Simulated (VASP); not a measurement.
Wanted: the native input for a VASP 6.6.1 run.

* Task: single point
* Functional: PBE
* Potentials or basis: VASP PAW PBE potentials, release 64 (Cd_sv_GW, F)
* Cutoff: 700 eV
* k mesh: 6 × 6 × 4
* Occupations: gaussian, width 0.02 eV
* Spin: no spin polarisation
* Dipole correction: no
* Further INCAR settings: ALGO = Normal; EDIFF = 1e-06; NBANDS = 24

The structure of CdF2 lies in POSCAR:

```
CdF2
1.0
    3.7806316244      0.0000000000      0.0000000000
    0.0000000000      3.7806316244      0.0000000000
    0.0000000000      0.0000000000      3.2956069518
Cd F
1 2
Direct
    0.0000000000      0.0000000000      0.0000000000
    0.5000000000      0.0000000000      0.3310550482
    0.0000000000      0.5000000000      0.6689449518
```

This cell differs from its parent crystal: atoms taken out.

One way to write it, as run:

INCAR

```
SYSTEM = CdF2
PREC     = Accurate       ! precision mode
ENCUT    = 700            ! plane-wave cutoff, eV
EDIFF    = 1E-6           ! SCF threshold, eV
ISMEAR   = 0              ! smearing method
SIGMA    = 0.02           ! smearing width, eV
LREAL    = .False.        ! projectors in reciprocal space
LASPH    = .True.         ! aspherical terms in the spheres
NELM     = 120            ! most SCF steps
ALGO     = Normal         ! electronic algorithm
ISIF     = 2              ! what is computed and relaxed
LWAVE    = .False.        ! write WAVECAR
LCHARG   = .False.        ! write CHGCAR
GGA      = PE             ! functional
NBANDS   = 24             ! bands
GGA_COMPAT= .False.
```

KPOINTS

```
regular mesh
0
Gamma
  6 6 4
  0 0 0
```

Potentials or basis: VASP PAW PBE potentials, release 64 (Cd_sv_GW, F).

Command:

```bash
$ cat potpaw_PBE.64/Cd_sv_GW/POTCAR potpaw_PBE.64/F/POTCAR > POTCAR
$ mpirun -np 1 vasp_std > vasp.out
```

Results of the run:

- Pressure: -0.3 GPa
- Largest force: 0.014 eV/Å
- Band gap on the k mesh: 2.63 eV (least direct gap 2.75 eV)

Caveat: the k points lie up to 0.48 Å⁻¹ apart; the cell differs from its parent crystal (atoms taken out).

It took 50 s on 1 thread of AMD EPYC 7R13 Processor (Zen 3), on a shared host, peak memory 0.19 GiB.
